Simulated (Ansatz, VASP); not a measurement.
One calculation of Si, two programs

Contents of INCAR:

```
PREC     = Accurate       # precision mode
ENCUT    = 500            # plane-wave cutoff, eV
EDIFF    = 1E-6           # SCF threshold, eV
ISMEAR   = 0              # smearing method
SIGMA    = 0.02           # smearing width, eV
LREAL    = F              # projectors in reciprocal space
LASPH    = T              # aspherical terms in the spheres
NELM     = 120            # most SCF steps
ALGO     = Normal         # electronic algorithm
ISIF     = 2              # what is computed and relaxed
LWAVE    = F              # write WAVECAR
LCHARG   = F              # write CHGCAR
GGA      = PE             # functional
NBANDS   = 11             # bands
GGA_COMPAT= F
```

KPOINTS

```
Automatic mesh
0
Gamma
  8 8 8
```

POSCAR

```
Si
1.0
    0.0000000000      2.7618827550      2.7618827550
    2.7618827550      0.0000000000      2.7618827550
    2.7618827550      2.7618827550      0.0000000000
Si
2
Direct
    0.7500000000      0.7500000000      0.7500000000
    0.5000000000      0.5000000000      0.5000000000
```

Input for Ansatz:

```yaml
crystal:
  lattice:
    - [0.0, 2.761882755, 2.761882755]
    - [2.761882755, 0.0, 2.761882755]
    - [2.761882755, 2.761882755, 0.0]
  atoms:
    - { symbol: Si, position: [0.75, 0.75, 0.75] }
    - { symbol: Si, position: [0.5, 0.5, 0.5] }
basis: {}
kpoints:
  mp_grid: { grid: [8, 8, 8] }
hamiltonian:
  xc: pbe
  pseudopotentials: { kind: all_electron, lapw: {} }
scf:
  occupations: { method: gaussian, width: 0.02 }
output:
  forces: true
  stress: true
  eigenvalues: true
```

Alike in both runs: task single point; functional PBE; k mesh 8 × 8 × 8; occupations gaussian, width 0.02 eV; no spin polarisation.

|  | VASP | Ansatz |
| --- | --- | --- |
| version | VASP 6.6.1 | Ansatz 0.2.0 |
| potentials or method | VASP PAW PBE potentials, release 64 (Si), cutoff 500 eV | scalar-relativistic, all-electron LAPW |

```csv
,VASP,Ansatz,Ansatz less VASP
gap on the k mesh at the Fermi level (eV),0.70,0.70,-0.001
least direct gap on the mesh (eV),2.51,2.51,-0.003
pressure (GPa),-2.5,-2.5,+0.05
```

Ansatz ran all-electron here, and VASP with PAW potentials.
